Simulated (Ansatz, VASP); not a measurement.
LiH in VASP and in Ansatz

```xyz
2
Lattice="0.0000 2.0209 2.0209 2.0209 0.0000 2.0209 2.0209 2.0209 0.0000" Properties=species:S:1:pos:R:3 pbc="T T T"
Li    0.0000    0.0000    0.0000
H     2.0209    2.0209    2.0209
```

Alike in both runs: task single point; functional PBE; k mesh 10 × 10 × 10; occupations gaussian, width 0.01 eV; no spin polarisation.

```csv
,VASP,Ansatz
version,VASP 6.6.1,Ansatz 0.2.0
potentials or method,"VASP PAW PBE potentials, release 64 (Li_sv, H), cutoff 520 eV","scalar-relativistic, plane waves, PAW"
valence electrons in the cell,4,4
```

```tsv
	VASP	Ansatz	Ansatz less VASP
gap on the k mesh at the Fermi level (eV)	3.00	3.00	+0.007
least direct gap on the mesh (eV)	3.00	3.00	+0.007
```

Noted on VASP's run: the cutoff is short for stress, so the pressure is rough.
